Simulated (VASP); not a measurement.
Set up this calculation in VASP 6.6.1, as the native input.

```
Task                   : single point
Functional             : PBE
Potentials or basis    : VASP PAW PBE potentials, release 64 (B, N, Ti_sv)
Cutoff                 : 520 eV
k mesh                 : 1 × 1 × 1
Occupations            : fermi-dirac, width 0.01 eV
Spin                   : no spin polarisation
Dipole correction      : no
Further INCAR settings : LREAL = Auto; ALGO = Normal; EDIFF = 1e-06; NBANDS = 102
```

The structure of TiB18N18 (a cell with a defect) (Ti interstitial hop between voids) lies in POSCAR:

```
TiB18N18
1.0
    7.4650312800      0.0000000000      0.0000000000
   -3.7325156400      6.4649067300      0.0000000000
    0.0000000000      0.0000000000      6.4954828800
B N Ti
18 18 1
Direct
    0.1077470656      0.2205915365      0.2331043863
    0.2206451450      0.1075026801      0.7680099383
    0.1104515107      0.5564228093      0.2436201069
    0.2206769487      0.4460390044      0.7682325419
    0.1104585506      0.8874917157      0.2436664091
    0.2210892805      0.7769883649      0.7583364785
    0.4462677834      0.2206202999      0.2329114959
    0.5564774827      0.1102250097      0.7576784371
    0.4463069829      0.5591682608      0.2332987282
    0.5592114591      0.4460721043      0.7679658992
    0.4458650919      0.8896712263      0.2429955054
    0.5564846826      0.7791562860      0.7577052130
    0.7772266252      0.2210422500      0.2428702716
    0.8875471629      0.1102275378      0.7576063283
    0.7793815833      0.5564272367      0.2435124205
    0.8897314222      0.4456417035      0.7580749431
    0.7772338719      0.8896681144      0.2429998153
    0.8897299194      0.7769938640      0.7581057655
    0.1114621943      0.2221869587      0.7736650759
    0.2224048013      0.1113962085      0.2274919793
    0.1097626762      0.5569682817      0.7597933252
    0.2224327545      0.4444637090      0.2277027308
    0.1097450017      0.8856624909      0.7598498747
    0.2223218877      0.7778849961      0.2468618406
    0.4445144964      0.2222027773      0.7735650300
    0.5572037396      0.1097056152      0.2412973606
    0.4445250437      0.5552398549      0.7736954100
    0.5554706017      0.4444789678      0.2274847879
    0.4446340536      0.8887660702      0.7547483945
    0.5572207479      0.7810051215      0.2414701163
    0.7779469800      0.2220942818      0.7544275812
    0.8859067978      0.1096955510      0.2413882415
    0.7810500596      0.5569818327      0.7595273917
    0.8889960851      0.4445792902      0.2465633671
    0.7779530817      0.8887659332      0.7544582571
    0.8889953630      0.7778904815      0.2467772502
    0.3334832262      0.3333158227      0.5005943629
```

These files were run (other wordings do the same):

INCAR

```
PREC     = Accurate       # precision mode
ENCUT    = 520            # plane-wave cutoff, eV
EDIFF    = 1E-6           # SCF threshold, eV
ISMEAR   = -1             # smearing method
SIGMA    = 0.01           # smearing width, eV
LREAL    = Auto         
LASPH    = T              # aspherical terms in the spheres
NELM     = 120            # most SCF steps
ALGO     = Normal         # electronic algorithm
ISIF     = 2              # what is computed and relaxed
LWAVE    = F              # write WAVECAR
LCHARG   = T              # write CHGCAR
GGA      = PE             # functional
LELF     = T              # ELF
LVHAR    = T            
NBANDS   = 102            # bands
GGA_COMPAT= F
```

KPOINTS

```
Automatic mesh
0
Gamma
  1 1 1
```

Potentials or basis: VASP PAW PBE potentials, release 64 (B, N, Ti_sv).

Command:

```bash
$ cat potpaw_PBE.64/B/POTCAR potpaw_PBE.64/N/POTCAR potpaw_PBE.64/Ti_sv/POTCAR > POTCAR
$ mpirun -np 1 vasp_gam > vasp.out
```

It gave:

The pressure is 13.9 GPa, the largest force is 0.026 eV/Å and the band gap on the k mesh is 0.47 eV.

Caveat: the k points lie up to 0.97 Å⁻¹ apart.

Wall time 41 s on 1 thread of Intel(R) Xeon(R) 6975P-C (Granite Rapids), with other jobs on the host, peak memory 0.35 GiB.
